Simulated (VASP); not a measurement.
Write the native input for VASP 6.6.1 that does the following.

- Task: single point
- Functional: PBE
- Potentials or basis: VASP PAW PBE potentials, release 64 (P, C)
- Cutoff: 520 eV
- k mesh: 6 × 6 × 4
- Occupations: gaussian, width 0.1 eV
- Spin: no spin polarisation
- Dipole correction: no
- Further INCAR settings: ALGO = Normal; EDIFF = 1e-06; NBANDS = 24

The structure of P5C lies in POSCAR:

```
P5C
1.0
    4.6350631300      0.0000000000      0.0000000000
   -2.3175315700      4.0140824200      0.0000000000
    0.0000000000      0.0000000000      6.2918700300
P C
5 1
Direct
    0.6666666700      0.3333333300      0.7959949400
    0.0000000000      0.0000000000      0.0000000000
    0.6666666700      0.3333333300      0.2040050600
    0.3333333300      0.6666666700      0.2040050600
    0.3333333300      0.6666666700      0.7959949400
    0.0000000000      0.0000000000      0.5000000000
```

These files were run (other wordings do the same):

INCAR

```
SYSTEM = P5C
PREC = Accurate
ENCUT = 520
EDIFF = 1E-6
ISMEAR = 0
SIGMA = 0.1
LREAL = .False.
LASPH = .True.
NELM = 80
ALGO = Normal
ISIF = 2
LWAVE = .False.
LCHARG = .False.
GGA = PE
NBANDS = 24
```

KPOINTS

```
Automatic mesh
0
Gamma
  6 6 4
  0 0 0
```

Potentials or basis: VASP PAW PBE potentials, release 64 (P, C).

The run is started by

```console
$ cat potpaw_PBE.64/P/POTCAR potpaw_PBE.64/C/POTCAR > POTCAR
$ mpirun -np 1 vasp_std > vasp.out
```

Results of the run:

| Item | Value |
| --- | --- |
| Pressure | -13.9 GPa |
| Largest force | 1.030 eV/Å |

Caveat: forces of over 1 eV/Å act on the atoms, so gaps and moduli don't describe the material at rest.

Wall time 48 s on 1 thread of Intel(R) Xeon(R) Platinum 8488C (Sapphire Rapids), with other jobs on the host, peak memory 0.23 GiB.
